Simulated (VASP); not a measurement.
# Te (C2) in VASP: further runs

Te is run at these levels: r2SCAN; tasks: single point.

Everything below comes from runs of VASP 6.6.1. Logs are shortened: lines on timing, memory, paths and dates and some standing lists are left out, and cuts for length are marked.

## 1. The cell of the first run

Symmetry: C2, No. 5, monoclinic system. The conventional cell has a = 7.631 Å, b = 4.471 Å, c = 5.949 Å, α = 90.00°, β = 90.00°, γ = 90.00°. Within 3.8 Å of Te (site symmetry 2) lie 6 Te at 2.85 to 3.50 Å. Te (site symmetry 1) has 6 Te at 2.85 to 3.50 Å within 3.8 Å.

## 2. Single point, r2SCAN (uniaxial y strain -1.5%)

Input file POSCAR:

```
Te
1.0
    4.4712577270      0.0000000000      0.0000000000
   -2.2356288635      3.8153011036      0.0000000000
    0.0000000000      0.0000000000      5.9487470213
Te
3
Direct
    0.2648176728      0.0000000000      0.3333333333
    0.0018870316      0.2685917360      0.6662617308
    0.7332952956      0.7314082640      0.0004049359
```

Input file INCAR.step1:

```
SYSTEM = Te
ALGO     = Normal         ! electronic algorithm
EDIFF    = 1E-4           ! SCF threshold, eV
ENCUT    = 520            ! plane-wave cutoff, eV
GGA      = PE             ! functional
ISMEAR   = -1             ! smearing method
LASPH    = .True.         ! aspherical terms in the spheres
LCHARG   = .False.        ! write CHGCAR
LREAL    = .False.        ! projectors in reciprocal space
LWAVE    = .True.         ! write WAVECAR
NBANDS   = 16             ! bands
NELM     = 60             ! most SCF steps
PREC     = Accurate       ! precision mode
SIGMA    = 0.02           ! smearing width, eV
```

Input file INCAR.step2:

```
SYSTEM = Te
ALGO     = Normal         ! electronic algorithm
EDIFF    = 1E-6           ! SCF threshold, eV
ENCUT    = 520            ! plane-wave cutoff, eV
ISIF     = 2              ! what is computed and relaxed
ISMEAR   = -1             ! smearing method
ISTART   = 1            
LASPH    = .True.         ! aspherical terms in the spheres
LCHARG   = .False.        ! write CHGCAR
LMIXTAU  = .True.       
LREAL    = .False.        ! projectors in reciprocal space
LWAVE    = .False.        ! write WAVECAR
METAGGA  = R2SCAN         ! meta-GGA
NBANDS   = 16             ! bands
NELM     = 60             ! most SCF steps
PREC     = Accurate       ! precision mode
SIGMA    = 0.02           ! smearing width, eV
```

Input file KPOINTS:

```
k-points
0
Gamma
  6 6 4
  0 0 0
```

Potentials or basis: VASP PAW PBE potentials, release 64 (Te).

On the command line:

```
$ cat potpaw_PBE.64/Te/POTCAR > POTCAR
$ cp INCAR.step1 INCAR
$ mpirun -np 1 vasp_std > vasp.out
$ cp INCAR.step2 INCAR
$ mpirun -np 1 vasp_std > vasp.out
```

OUTCAR:

```text
SYSTEM = Te
   EDIFF = 1E-6
   ENCUT = 520
   ISIF = 2
   ISMEAR = -1
   ISTART = 1
   LASPH = .True.
   LREAL = .False.
   METAGGA = R2SCAN
   NELM = 60
   PREC = Accurate

 ion  position               nearest neighbor table
   1  0.265  0.000  0.333-   3 2.85   2 2.85   3 3.45   2 3.45   3 3.50   2 3.50
   2  0.002  0.269  0.666-   1 2.85   3 2.86   1 3.45   3 3.47   3 3.47   1 3.50
   3  0.733  0.731  0.000-   1 2.85   2 2.86   1 3.45   2 3.47   2 3.47   1 3.50

  Warning from LATTYP: Monoclinic adjustment (A1->A3, A2->A1, A3->A2)!
  LATTYP: Found a base centered orthorhombic cell.
 ALAT       =     4.4712577270
 B/A-ratio  =     1.7065896607
 C/A-ratio  =     1.3304415412

  Lattice vectors:

 A1 = (   2.2356288635,  -3.8153011036,   0.0000000000)
 A2 = (   2.2356288635,   3.8153011036,   0.0000000000)
 A3 = (   0.0000000000,   0.0000000000,   5.9487470213)

Analysis of symmetry for initial positions (statically):
=====================================================================
 Subroutine PRICEL returns:
 Original cell was already a primitive cell.

 Routine SETGRP: Setting up the symmetry group for a
 base centered orthorhombic supercell.

 Subroutine GETGRP returns: Found  2 space group operations
 (whereof  1 operations were pure point group operations)
 out of a pool of  8 trial point group operations.

The static configuration has the point symmetry C_1 .
 The point group associated with its full space group is C_2 .

Analysis of symmetry for dynamics (positions and initial velocities):
=====================================================================
 Subroutine PRICEL returns:
 Original cell was already a primitive cell.

 Routine SETGRP: Setting up the symmetry group for a
 base centered orthorhombic supercell.

 Subroutine GETGRP returns: Found  2 space group operations
 (whereof  1 operations were pure point group operations)
 out of a pool of  8 trial point group operations.

The dynamic configuration has the point symmetry C_1 .
 The point group associated with its full space group is C_2 .

 Subroutine INISYM returns: Found  2 space group operations
 (whereof  1 operations are pure point group operations),
 and found     1 'primitive' translations

----------------------------------------------------------------------------------------

                                     Primitive cell

  volume of cell :     101.4808

  direct lattice vectors                    reciprocal lattice vectors
     4.471257727  0.000000000  0.000000000     0.223650718  0.131051256  0.000000000
    -2.235628864  3.815301104  0.000000000     0.000000000  0.262102511  0.000000000
     0.000000000  0.000000000  5.948747021     0.000000000  0.000000000  0.168102627

  length of vectors
     4.471257727  4.422053700  5.948747021     0.259218200  0.262102511  0.168102627

  position of ions in fractional coordinates (direct lattice)
     0.264817673  0.000000000  0.333333333
     0.001887032  0.268591736  0.666261731
     0.733295296  0.731408264  0.000404936

  ion indices of the primitive-cell ions
   primitive index   ion index
                 1           1
                 2           2
                 3           3

----------------------------------------------------------------------------------------

 KPOINTS: k-points

Automatic generation of k-mesh.
 Grid dimensions read from file:
 generate k-points for:    6    6    4

 Generating k-lattice:

  Cartesian coordinates                     Fractional coordinates (reciprocal lattice)
     0.037275120  0.021841876  0.000000000     0.166666667  0.000000000  0.000000000
     0.000000000  0.043683752  0.000000000     0.000000000  0.166666667  0.000000000
     0.000000000  0.000000000  0.042025657     0.000000000  0.000000000  0.250000000

  Length of vectors
     0.043203033  0.043683752  0.042025657

  Shift w.r.t. Gamma in fractional coordinates (k-lattice)
     0.000000000  0.000000000  0.000000000

 Subroutine IBZKPT returns following result:
 ===========================================

 Found     47 irreducible k-points:

 Following reciprocal coordinates:
            Coordinates               Weight
  0.000000  0.000000  0.000000      1.000000
  0.166667  0.000000  0.000000      4.000000
  0.333333  0.000000  0.000000      4.000000
  0.500000  0.000000  0.000000      2.000000
  0.000000  0.166667  0.000000      2.000000
  0.166667  0.166667  0.000000      4.000000
[... 16 lines left out ...]
 -0.166667 -0.166667  0.250000      4.000000
  0.333333  0.166667  0.250000      4.000000
 [... further k-points ...]
   k-points           NKPTS =     47   k-points in BZ     NKDIM =     47   number of bands    NBANDS=     16
   number of dos      NEDOS =    301   number of ions     NIONS =      3
   total plane-waves  NPLWV =  62208
   dimension x,y,z NGX =    36 NGY =   36 NGZ =   48
   dimension x,y,z NGXF=    72 NGYF=   72 NGZF=   96
   ions per type =               3
   NGX,Y,Z   is equivalent  to a cutoff of  13.39, 13.53, 13.41 a.u.
   NGXF,Y,Z  is equivalent  to a cutoff of  26.77, 27.07, 26.83 a.u.
 SYSTEM =  Te
   PREC   = accura    normal or accurate (medium, high low for compatibility)
   ISTART =      1    job   : 0-new  1-cont  2-samecut
   ICHARG =      0    charge: 1-file 2-atom 10-const
   ISPIN  =      1    spin polarized calculation?
   LNONCOLLINEAR =      F non collinear calculations
   LSORBIT =      F    spin-orbit coupling
   LASPH  =      T    aspherical Exc in radial PAW
   ENCUT  =  520.0 eV  38.22 Ry    6.18 a.u.   8.31  8.22 11.06*2*pi/ulx,y,z
   NELM   =     60;   NELMIN=  2; NELMDL=  0     # of ELM steps
   EDIFF  = 0.1E-05   stopping-criterion for ELM
   LREAL  =      F    real-space projection
[... 7 lines left out ...]
   TEBEG  =    0.0;   TEEND  =   0.0 temperature during run
   PSTRESS=    0.0 pullay stress
   NELECT =      18.0000    total number of electrons
   NUPDOWN=      -1.0000    fix difference up-down
   EMIN   =  10.00;   EMAX   =-10.00  energy-range for DOS
   EFERMI =   0.00;   METHOD = LEGACY
   ISMEAR =    -1;   SIGMA  =   0.02  broadening in eV -4-tet -1-fermi 0-gaus
   EFERMI_NEDOS =   21; number of points for ismear=-14 and -15
   IALGO  =     38    algorithm
   IMIX   =      4    mixing-type and parameters
     AMIX     =   0.40;   BMIX     =  1.00
     AMIX_MAG =   1.60;   BMIX_MAG =  1.00
  volume/ion in A,a.u.               =      33.83       228.28
  Fermi-wavevector in a.u.,A,eV,Ry     =   0.919823  1.738214 11.511544  0.846075
  Thomas-Fermi vector in A             =   2.045060
   LORBIT       =      0    0 simple, 1 ext, 2 COOP (PROOUT), +10 PAW based schemes
   METAGGA = R2SCAN    functional components
   LHFCALC =     F    Hartree Fock is set to
   AEXX    =    0.0000 exact exchange contribution
   IVDW    =     0    specifies the selected vdW correction
   LEPSILON=     F    determine dielectric tensor
   LRPA    =     F    only Hartree local field effects (RPA)
 non-spin polarized calculation
  energy-cutoff  :      520.00
  volume of cell :      101.48
 maximum number of plane-waves:      2750
 NGX is ok and might be reduce to    36
   NGX = 17   NGY = 17   NGZ = 23

 number of electron      17.9999998 magnetization

 Free energy of the ion-electron system (eV)
  ---------------------------------------------------
  ext. energy  EPLUGINS =         0.00000000
  ---------------------------------------------------
  free energy    TOTEN  =       -76.21759034 eV

  energy without entropy =      -76.21757958  energy(sigma->0) =      -76.21758496

 E-fermi :   5.9903     XC(G=0):  -9.5108

 val. band max:        5.8538964871   @ k =   0.3333   0.3333   0.5000
 cond. band min:       6.1243205947   @ k =   0.3333   0.3333   0.5000
 fundamental gap:      0.2704241077
 Fermi energy:         5.9903167143

 k-point     1 :       0.0000    0.0000    0.0000
  band No.  band energies     occupation
      1      -8.3761      2.00000
      2      -4.8473      2.00000
      3      -4.8470      2.00000
      4       2.6212      2.00000
      5       2.9598      2.00000
      6       3.0083      2.00000
[... 8 lines left out ...]
     15      12.4615      0.00000
     16      12.5510      0.00000

 k-point     2 :       0.1667    0.0000    0.0000
  band No.  band energies     occupation
      1      -8.1825      2.00000
      2      -4.9157      2.00000
      3      -4.7824      2.00000
      4       1.5238      2.00000
      5       2.2373      2.00000
      6       2.5912      2.00000
[... 8 lines left out ...]
     15      12.4534      0.00000
     16      12.8222      0.00000

 k-point     3 :       0.3333    0.0000    0.0000
  band No.  band energies     occupation
      1      -7.6769      2.00000
      2      -5.2547      2.00000
      3      -4.6379      2.00000
      4       0.7426      2.00000
      5       1.4453      2.00000
      6       2.0912      2.00000
[... 8 lines left out ...]
     15      13.4217      0.00000
     16      14.1672      0.00000

 k-point     4 :       0.5000    0.0000    0.0000
  band No.  band energies     occupation
      1      -7.2901      2.00000
      2      -5.6092      2.00000
      3      -4.5571      2.00000
      4       0.7018      2.00000
      5       1.2157      2.00000
      6       2.1016      2.00000
[... 8 lines left out ...]
     15      15.0190      0.00000
     16      15.3415      0.00000

 k-point     5 :       0.0000    0.1667    0.0000
  band No.  band energies     occupation
      1      -8.1757      2.00000
      2      -4.9013      2.00000
      3      -4.7906      2.00000
      4       1.5371      2.00000
      5       2.1970      2.00000
      6       2.5630      2.00000
[... 8 lines left out ...]
     15      12.3981      0.00000
     16      12.7923      0.00000

 k-point     6 :       0.1667    0.1667    0.0000
  band No.  band energies     occupation
      1      -7.8153      2.00000
      2      -5.0514      2.00000
      3      -4.7588      2.00000
      4       0.9720      2.00000
      5       1.2418      2.00000
      6       2.6727      2.00000
[... 8 lines left out ...]
     15      13.0515      0.00000
     16      13.9752      0.00000
[... 267 lines left out ...]
 k-point    21 :       0.0000   -0.1667    0.2500
  band No.  band energies     occupation
      1      -7.9440      2.00000
      2      -6.1823      2.00000
      3      -3.5639      2.00000
      4       1.6508      2.00000
      5       2.3949      2.00000
      6       2.8797      2.00000
[... 8 lines left out ...]
     15      11.8151      0.00000
     16      12.3974      0.00000

 k-point    22 :       0.1667    0.1667    0.2500
  band No.  band energies     occupation
      1      -7.6013      2.00000
      2      -6.0045      2.00000
      3      -3.9774      2.00000
      4       0.9857      2.00000
      5       1.5018      2.00000
      6       2.5470      2.00000
[... 8 lines left out ...]
     15      12.5818      0.00000
     16      13.5429      0.00000

 k-point    23 :      -0.1667   -0.1667    0.2500
  band No.  band energies     occupation
      1      -7.5960      2.00000
      2      -6.0234      2.00000
      3      -3.9547      2.00000
      4       0.9825      2.00000
      5       1.4812      2.00000
      6       2.5415      2.00000
[... 8 lines left out ...]
     15      12.5724      0.00000
     16      13.5201      0.00000

 k-point    24 :       0.3333    0.1667    0.2500
  band No.  band energies     occupation
      1      -7.1352      2.00000
      2      -5.8251      2.00000
      3      -4.5646      2.00000
      4       0.6664      2.00000
      5       0.9356      2.00000
      6       2.1086      2.00000
[... 8 lines left out ...]
     15      13.2893      0.00000
     16      14.1690      0.00000

 [... further k-points ...]
[... 5 lines left out ...]
  --------------------------------------------------------------------------------------
  -------------------------------------------------------------------------------------
  Total        0.6882593      0.9338097      0.7390175      0.0000000     -0.1304712      0.0000000
  in kB       10.8662240     14.7429682     11.6675935      0.0000000     -2.0598764      0.0000000
  external PRESSURE =      12.4255952 kB  Pullay stress =       0.0000000 kB

 VOLUME and BASIS-vectors are now :
 -----------------------------------------------------------------------------
  energy-cutoff  :      520.00
  volume of cell :      101.48
      direct lattice vectors                 reciprocal lattice vectors
     4.471257727  0.000000000  0.000000000     0.223650718  0.131051256  0.000000000
    -2.235628864  3.815301104  0.000000000     0.000000000  0.262102511  0.000000000
     0.000000000  0.000000000  5.948747021     0.000000000  0.000000000  0.168102627

 POSITION                                       TOTAL-FORCE (eV/Angst)
 -----------------------------------------------------------------------------------
      1.18407      0.00000      1.98292         0.004392      0.000000      0.000000
     -0.59203      1.02476      3.96342        -0.002196      0.004874      0.001553
      1.64359      2.79054      0.00241        -0.002196     -0.004874     -0.001553
 -----------------------------------------------------------------------------------
    total drift:                                0.000178      0.000001      0.000000

  FREE ENERGIE OF THE ION-ELECTRON SYSTEM (eV)
  ---------------------------------------------------
  free  energy   TOTEN  =       -76.2175903380 eV

  energy  without entropy=      -76.2175795788  energy(sigma->0) =      -76.21758496
```

Run time: 11 min. Hardware: 1 thread of AMD EPYC 7R13, shared host; peak memory 0.25 GiB.

What came out:

- Free energy: -76.2176 eV
- Pressure: 1.2 GPa
- Largest force: 0.006 eV/Å
- Band gap on the k mesh: 0.27 eV, direct

Forces in eV/Å, atoms in the order of the input:
```
Te   0.004  0.000  0.000
Te  -0.002  0.005  0.002
Te  -0.002 -0.005 -0.002
```

Caveat: the cell differs from its parent crystal (uniaxial y strain -1.5%); the PAW data sets were made with another functional, which shifts forces and pressure a little; spin-orbit coupling is left out, which moves the levels of the heavy elements. A k mesh can miss the band edges.

(Continued in part 2 of 2.)
